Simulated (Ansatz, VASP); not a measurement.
One calculation of Pd, two programs

```
CELL_PARAMETERS angstrom
0.00000 1.95585 1.95585
1.95585 0.00000 1.95585
1.95585 1.95585 0.00000
ATOMIC_POSITIONS crystal
Pd 0.00000 0.00000 0.00000
```

Alike in both runs: task single point; functional r2SCAN; k mesh 14 × 14 × 14; occupations fermi-dirac, width 0.01 eV; no spin polarisation.

```csv
,VASP,Ansatz
version,VASP 6.6.1,Ansatz 0.2.0
potentials or method,"VASP PAW PBE potentials, release 64 (Pd), cutoff 520 eV","plane waves (500 eV) with PAW, scalar-relativistic"
valence electrons in the cell,10,18
```

VASP gave:

| Quantity | Value |
| --- | --- |
| pressure (GPa) | 0.4 |

Q: Estimate Ansatz's values.

A: Pressure (GPa): -0.3.

VASP's potentials were made for PBE, not for r2SCAN. VASP's potentials hold 10 valence electrons a cell and Ansatz's 18, so a difference there can come from the potentials and not from the codes.
